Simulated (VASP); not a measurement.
# Ru (P6_3/mmc) in VASP: further runs

Ru is run at these levels: r2SCAN; tasks: single point.

All numbers are computed with VASP 6.6.1; they aren't measurements. Logs are shortened: lines on timing, memory, paths and dates and some standing lists are left out, and cuts for length are marked.

## (1) The cell of the first run

The structure is hexagonal, space group P6_3/mmc (No. 194). The conventional cell has a = 2.915 Å, b = 2.915 Å, c = 3.690 Å, α = 90.00°, β = 90.00°, γ = 120.00°. Ru (site symmetry -6m2) has 12 Ru at 2.50 to 2.91 Å within 3.3 Å.

## (2) Single point, r2SCAN

Contents of POSCAR:

```
Ru
1.0
    2.9147339750      0.0000000000      0.0000000000
   -1.4573669875      2.5242336676      0.0000000000
    0.0000000000      0.0000000000      3.6900295597
Ru
2
Direct
    0.3333333333      0.6666666667      0.2500000000
    0.6666666667      0.3333333333      0.7500000000
```

Contents of INCAR.step1:

```
SYSTEM = Ru
ALGO = Normal ; EDIFF = 1E-4
ENCUT = 520 ; GGA = PE
ISMEAR = 0 ; LASPH = .True.
LCHARG = .False. ; LREAL = .False.
LWAVE = .True. ; NBANDS = 21
NELM = 80 ; PREC = Accurate
SIGMA = 0.15
```

Contents of INCAR.step2:

```
SYSTEM = Ru
ALGO = Normal ; EDIFF = 1E-7
ENCUT = 520 ; ISIF = 2
ISMEAR = 0 ; ISTART = 1
LASPH = .True. ; LCHARG = .False.
LMIXTAU = .True. ; LREAL = .False.
LWAVE = .False. ; METAGGA = R2SCAN
NBANDS = 21 ; NELM = 80
PREC = Accurate ; SIGMA = 0.15
```

Contents of KPOINTS:

```
k-points
0
Gamma
  24 24 12
  0 0 0
```

Potentials or basis: VASP PAW PBE potentials, release 64 (Ru_pv).

Run with:

```bash
$ cat potpaw_PBE.64/Ru_pv/POTCAR > POTCAR
$ cp INCAR.step1 INCAR
$ mpirun -np 1 vasp_std > vasp.out
$ cp INCAR.step2 INCAR
$ mpirun -np 1 vasp_std > vasp.out
```

OUTCAR:

```text
SYSTEM = Ru
   EDIFF = 1E-7
   ENCUT = 520
   ISIF = 2
   ISMEAR = 0
   ISTART = 1
   LASPH = .True.
   LREAL = .False.
   METAGGA = R2SCAN
   NELM = 80
   PREC = Accurate

 ion  position               nearest neighbor table
   1  0.333  0.667  0.250-   2 2.50   2 2.50   2 2.50   2 2.50   2 2.50   2 2.50
   2  0.667  0.333  0.750-   1 2.50   1 2.50   1 2.50   1 2.50   1 2.50   1 2.50

  LATTYP: Found a hexagonal cell.
 ALAT       =     2.9147339750
 C/A-ratio  =     1.2659918851

  Lattice vectors:

 A1 = (   2.9147339750,   0.0000000000,   0.0000000000)
 A2 = (  -1.4573669875,   2.5242336676,   0.0000000000)
 A3 = (   0.0000000000,   0.0000000000,   3.6900295597)

Analysis of symmetry for initial positions (statically):
=====================================================================
 Subroutine PRICEL returns:
 Original cell was already a primitive cell.

 Routine SETGRP: Setting up the symmetry group for a
 hexagonal supercell.

 Subroutine GETGRP returns: Found 24 space group operations
 (whereof 12 operations were pure point group operations)
 out of a pool of 24 trial point group operations.

The static configuration has the point symmetry D_3d.
 The point group associated with its full space group is D_6h.

Analysis of symmetry for dynamics (positions and initial velocities):
=====================================================================
 Subroutine PRICEL returns:
 Original cell was already a primitive cell.

 Routine SETGRP: Setting up the symmetry group for a
 hexagonal supercell.

 Subroutine GETGRP returns: Found 24 space group operations
 (whereof 12 operations were pure point group operations)
 out of a pool of 24 trial point group operations.

The dynamic configuration has the point symmetry D_3d.
 The point group associated with its full space group is D_6h.

 Subroutine INISYM returns: Found 24 space group operations
 (whereof 12 operations are pure point group operations),
 and found     1 'primitive' translations

----------------------------------------------------------------------------------------

                                     Primitive cell

  volume of cell :      27.1493

  direct lattice vectors                    reciprocal lattice vectors
     2.914733975  0.000000000  0.000000000     0.343084483  0.198079919  0.000000000
    -1.457366987  2.524233668  0.000000000     0.000000000  0.396159838  0.000000000
     0.000000000  0.000000000  3.690029560     0.000000000  0.000000000  0.271000539

  length of vectors
     2.914733975  2.914733975  3.690029560     0.396159838  0.396159838  0.271000539

  position of ions in fractional coordinates (direct lattice)
     0.333333333  0.666666667  0.250000000
     0.666666667  0.333333333  0.750000000

  ion indices of the primitive-cell ions
   primitive index   ion index
                 1           1
                 2           2

----------------------------------------------------------------------------------------

 KPOINTS: k-points

Automatic generation of k-mesh.
 Grid dimensions read from file:
 generate k-points for:   24   24   12

 Generating k-lattice:

  Cartesian coordinates                     Fractional coordinates (reciprocal lattice)
     0.014295187  0.008253330  0.000000000     0.041666667  0.000000000  0.000000000
     0.000000000  0.016506660  0.000000000     0.000000000  0.041666667  0.000000000
     0.000000000  0.000000000  0.022583378     0.000000000  0.000000000  0.083333333

  Length of vectors
     0.016506660  0.016506660  0.022583378

  Shift w.r.t. Gamma in fractional coordinates (k-lattice)
     0.000000000  0.000000000  0.000000000

 Subroutine IBZKPT returns following result:
 ===========================================

 Found    427 irreducible k-points:

 Following reciprocal coordinates:
            Coordinates               Weight
  0.000000  0.000000  0.000000      1.000000
  0.041667  0.000000  0.000000      6.000000
  0.083333  0.000000  0.000000      6.000000
  0.125000  0.000000  0.000000      6.000000
  0.166667 -0.000000  0.000000      6.000000
  0.208333  0.000000  0.000000      6.000000
[... 16 lines left out ...]
  0.416667  0.041667  0.000000     12.000000
  0.458333  0.041667  0.000000     12.000000
 [... further k-points ...]
   k-points           NKPTS =    427   k-points in BZ     NKDIM =    427   number of bands    NBANDS=     21
   number of dos      NEDOS =    301   number of ions     NIONS =      2
   total plane-waves  NPLWV =  16128
   dimension x,y,z NGX =    24 NGY =   24 NGZ =   28
   dimension x,y,z NGXF=    48 NGYF=   48 NGZF=   56
   ions per type =               2
   NGX,Y,Z   is equivalent  to a cutoff of  13.69, 13.69, 12.61 a.u.
   NGXF,Y,Z  is equivalent  to a cutoff of  27.38, 27.38, 25.23 a.u.
 SYSTEM =  Ru
   PREC   = accura    normal or accurate (medium, high low for compatibility)
   ISTART =      1    job   : 0-new  1-cont  2-samecut
   ICHARG =      0    charge: 1-file 2-atom 10-const
   ISPIN  =      1    spin polarized calculation?
   LNONCOLLINEAR =      F non collinear calculations
   LSORBIT =      F    spin-orbit coupling
   LASPH  =      T    aspherical Exc in radial PAW
   ENCUT  =  520.0 eV  38.22 Ry    6.18 a.u.   5.42  5.42  6.86*2*pi/ulx,y,z
   NELM   =     80;   NELMIN=  2; NELMDL=  0     # of ELM steps
   EDIFF  = 0.1E-06   stopping-criterion for ELM
   LREAL  =      F    real-space projection
   EDIFFG = 0.1E-05   stopping-criterion for IOM
   NSW    =      0    number of steps for IOM
   IBRION =     -1    ionic relax: 0-MD 1-quasi-New 2-CG
   NFREE  =      0    steps in history (QN), initial steepest desc. (CG)
   ISIF   =      2    stress and relaxation
   ISYM   =      2    0-nonsym 1-usesym 2-fastsym
   POTIM  = 0.5000    time-step for ionic-motion
   TEBEG  =    0.0;   TEEND  =   0.0 temperature during run
   PSTRESS=    0.0 pullay stress
   NELECT =      28.0000    total number of electrons
   NUPDOWN=      -1.0000    fix difference up-down
   EMIN   =  10.00;   EMAX   =-10.00  energy-range for DOS
   EFERMI =   0.00;   METHOD = LEGACY
   ISMEAR =     0;   SIGMA  =   0.15  broadening in eV -4-tet -1-fermi 0-gaus
   EFERMI_NEDOS =   21; number of points for ismear=-14 and -15
   IALGO  =     38    algorithm
   IMIX   =      4    mixing-type and parameters
     AMIX     =   0.40;   BMIX     =  1.00
     AMIX_MAG =   1.60;   BMIX_MAG =  1.00
  volume/ion in A,a.u.               =      13.57        91.61
  Fermi-wavevector in a.u.,A,eV,Ry     =   1.654022  3.125649 37.222686  2.735790
  Thomas-Fermi vector in A             =   2.742361
   LORBIT       =      0    0 simple, 1 ext, 2 COOP (PROOUT), +10 PAW based schemes
   METAGGA = R2SCAN    functional components
   LHFCALC =     F    Hartree Fock is set to
   AEXX    =    0.0000 exact exchange contribution
   IVDW    =     0    specifies the selected vdW correction
   LEPSILON=     F    determine dielectric tensor
   LRPA    =     F    only Hartree local field effects (RPA)
 non-spin polarized calculation
 Gauss-broadening in eV      SIGMA  =   0.15
  energy-cutoff  :      520.00
  volume of cell :       27.15
 maximum number of plane-waves:       752
 NGX is ok and might be reduce to    24

 number of electron      27.9999990 magnetization

 Free energy of the ion-electron system (eV)
  ---------------------------------------------------
  ext. energy  EPLUGINS =         0.00000000
  ---------------------------------------------------
  free energy    TOTEN  =       -49.84001565 eV

  energy without entropy =      -49.82324385  energy(sigma->0) =      -49.83162975

 E-fermi :  12.9004     XC(G=0): -15.3141

 val. band max:       12.8981260121   @ k =   0.4583   0.0000   0.1667
 cond. band min:      12.9007069406   @ k =   0.0833   0.0833   0.0833
 fundamental gap:      0.0025809285
 Fermi energy:        12.9003816814

 k-point     1 :       0.0000    0.0000    0.0000
  band No.  band energies     occupation
      1     -32.5822      2.00000
      2     -31.5695      2.00000
      3     -31.5695      2.00000
      4     -31.0760      2.00000
      5     -31.0760      2.00000
      6     -30.8904      2.00000
[... 13 lines left out ...]
     20      21.4417      0.00000
     21      26.8145      0.00000

 k-point     2 :       0.0417    0.0000    0.0000
  band No.  band energies     occupation
      1     -32.5754      2.00000
      2     -31.5754      2.00000
      3     -31.5737      2.00000
      4     -31.0839      2.00000
      5     -31.0750      2.00000
      6     -30.8964      2.00000
[... 13 lines left out ...]
     20      21.4417      0.00000
     21      26.8191      0.00000

 k-point     3 :       0.0833    0.0000    0.0000
  band No.  band energies     occupation
      1     -32.5551      2.00000
      2     -31.5925      2.00000
      3     -31.5856      2.00000
      4     -31.1071      2.00000
      5     -31.0724      2.00000
      6     -30.9145      2.00000
[... 13 lines left out ...]
     20      21.4417      0.00000
     21      26.8262      0.00000

 k-point     4 :       0.1250    0.0000    0.0000
  band No.  band energies     occupation
      1     -32.5219      2.00000
      2     -31.6200      2.00000
      3     -31.6042      2.00000
      4     -31.1435      2.00000
      5     -31.0686      2.00000
      6     -30.9443      2.00000
[... 13 lines left out ...]
     20      21.4417      0.00000
     21      26.8192      0.00000

 k-point     5 :       0.1667   -0.0000    0.0000
  band No.  band energies     occupation
      1     -32.4767      2.00000
      2     -31.6560      2.00000
      3     -31.6277      2.00000
      4     -31.1902      2.00000
      5     -31.0643      2.00000
      6     -30.9850      2.00000
[... 13 lines left out ...]
     20      21.4416      0.00000
     21      26.7793      0.00000
[... 382 lines left out ...]
     20      21.9294      0.00000
     21      25.4785      0.00000

 k-point    22 :       0.3750    0.0417    0.0000
  band No.  band energies     occupation
      1     -32.0912      2.00000
      2     -31.8941      2.00000
      3     -31.7589      2.00000
      4     -31.4627      2.00000
      5     -31.3419      2.00000
      6     -31.0542      2.00000
[... 13 lines left out ...]
     20      21.4415      0.00000
     21      24.6882      0.00000

 k-point    23 :       0.4167    0.0417    0.0000
  band No.  band energies     occupation
      1     -32.0298      2.00000
      2     -31.9193      2.00000
      3     -31.7697      2.00000
      4     -31.4888      2.00000
      5     -31.4005      2.00000
      6     -31.0539      2.00000
[... 13 lines left out ...]
     20      21.4414      0.00000
     21      24.1095      0.00000

 k-point    24 :       0.4583    0.0417    0.0000
  band No.  band energies     occupation
      1     -31.9930      2.00000
      2     -31.9323      2.00000
      3     -31.7751      2.00000
      4     -31.5023      2.00000
      5     -31.4358      2.00000
      6     -31.0537      2.00000
[... 13 lines left out ...]
     20      21.4412      0.00000
     21      23.8006      0.00000

 [... further k-points ...]

------------------------ aborting loop because EDIFF is reached ----------------------------------------

  FORCE on cell =-STRESS in cart. coord.  units (eV):
  Direction    XX          YY          ZZ          XY          YZ          ZX
  --------------------------------------------------------------------------------------
  -------------------------------------------------------------------------------------
  Total       -0.8843785     -0.8843785     10.6241513      0.0000000     -0.0000000      0.0000000
  in kB      -52.1903780    -52.1903780    626.9696312      0.0000000     -0.0000000      0.0000000
  external PRESSURE =     174.1962917 kB  Pullay stress =       0.0000000 kB

 VOLUME and BASIS-vectors are now :
 -----------------------------------------------------------------------------
  energy-cutoff  :      520.00
  volume of cell :       27.15
      direct lattice vectors                 reciprocal lattice vectors
     2.914733975  0.000000000  0.000000000     0.343084483  0.198079919  0.000000000
    -1.457366987  2.524233668  0.000000000     0.000000000  0.396159838  0.000000000
     0.000000000  0.000000000  3.690029560     0.000000000  0.000000000  0.271000539

 POSITION                                       TOTAL-FORCE (eV/Angst)
 -----------------------------------------------------------------------------------
     -0.00000      1.68282      0.92251        -0.000000     -0.000000      0.000000
      1.45737      0.84141      2.76752         0.000000      0.000000      0.000000
 -----------------------------------------------------------------------------------
    total drift:                               -0.000000      0.000000     -0.000000

  FREE ENERGIE OF THE ION-ELECTRON SYSTEM (eV)
  ---------------------------------------------------
  free  energy   TOTEN  =       -49.8400156461 eV

  energy  without entropy=      -49.8232438536  energy(sigma->0) =      -49.83162975
```

Wall time 6.3 min (1 thread of Intel Xeon 6975P-C (Granite Rapids), shared host); peak memory 0.3 GiB.

Results:

```yaml
Free_energy: -49.8400 eV
Pressure: 17.4 GPa
Band_gap_on_the_k_mesh: zero (bands 14 and 15 overlap by 2.57 eV)
```

Levels at points of the mesh, in eV from the Fermi level:
```tsv
k point	band 11	band 12	band 13	band 14	band 15	band 16	band 17	band 18
(0.00, 0.00, 0.00)	-3.16	-3.16	-1.89	-1.89	-0.57	1.16	1.16	4.48
(0.50, 0.00, 0.00)	-2.72	-0.98	-0.34	-0.07	1.12	2.78	3.21	5.27
(0.00, 0.00, 0.50)	-4.17	-4.17	-1.47	-1.47	1.10	1.10	1.10	1.10
(0.50, 0.00, 0.50)	-2.18	-2.18	0.10	0.10	0.83	0.83	2.98	2.98
```

Caveat: the cell stands under pressure; the PAW data sets were made with another functional, which shifts forces and pressure a little.

## (3) Single point, r2SCAN

This run uses another cell than the first one, of the same volume but with other edges.

Contents of POSCAR:

```
Ru
1.0
    2.4792165830      0.0000000000      0.0000000000
   -1.2396082915      2.1470645423      0.0000000000
    0.0000000000      0.0000000000      5.1003356228
Ru
2
Direct
    0.3333333333      0.6666666667      0.2500000000
    0.6666666667      0.3333333333      0.7500000000
```

INCAR.step1: that of step 2 with these lines changed.

```diff
@@ -6,3 +6,3 @@
 LWAVE = .True. ; NBANDS = 21
-NELM = 80 ; PREC = Accurate
+NELM = 60 ; PREC = Accurate
 SIGMA = 0.15
```

Contents of INCAR.step2:

```
SYSTEM = Ru
ALGO = Normal ; EDIFF = 1E-6
ENCUT = 520 ; ISIF = 2
ISMEAR = 0 ; ISTART = 1
LASPH = .True. ; LCHARG = .False.
LMIXTAU = .True. ; LREAL = .False.
LWAVE = .False. ; METAGGA = R2SCAN
NBANDS = 21 ; NELM = 60
PREC = Accurate ; SIGMA = 0.15
```

KPOINTS is that of step 2.

Potentials or basis: VASP PAW PBE potentials, release 64 (Ru_pv).

Run with:

```bash
$ cat potpaw_PBE.64/Ru_pv/POTCAR > POTCAR
$ cp INCAR.step1 INCAR
$ mpirun -np 1 vasp_std > vasp.out
$ cp INCAR.step2 INCAR
$ mpirun -np 1 vasp_std > vasp.out
```

Wall time 6 min (1 thread of Intel Xeon 6975P-C (Granite Rapids), shared host); peak memory 0.29 GiB.

It converged, with:

- Free energy: -49.1881 eV
- Pressure: 24.8 GPa
- Band gap on the k mesh: zero (bands 14 and 15 overlap by 2.13 eV)

Stress tensor (GPa, compression positive):
```
 56.77   0.00   0.00
  0.00  56.77   0.00
  0.00   0.00 -39.03
```

Levels at points of the mesh, in eV from the Fermi level:
| k point | band 11 | band 12 | band 13 | band 14 | band 15 | band 16 | band 17 | band 18 |
| --- | --- | --- | --- | --- | --- | --- | --- | --- |
| (0.00, 0.00, 0.00) | -2.75 | -2.53 | -2.53 | -1.24 | 0.51 | 0.51 | 1.48 | 1.48 |
| (0.50, 0.00, 0.00) | -2.21 | -1.23 | -0.84 | 1.03 | 3.19 | 3.27 | 4.64 | 6.89 |
| (0.00, 0.00, 0.50) | -2.67 | -2.67 | -2.67 | -2.67 | 1.04 | 1.04 | 1.04 | 1.04 |
| (0.50, 0.00, 0.50) | -0.22 | -0.22 | 0.30 | 0.30 | 3.23 | 3.23 | 3.73 | 3.73 |

Caveat: the cell stands under pressure; the PAW data sets were made with another functional, which shifts forces and pressure a little.
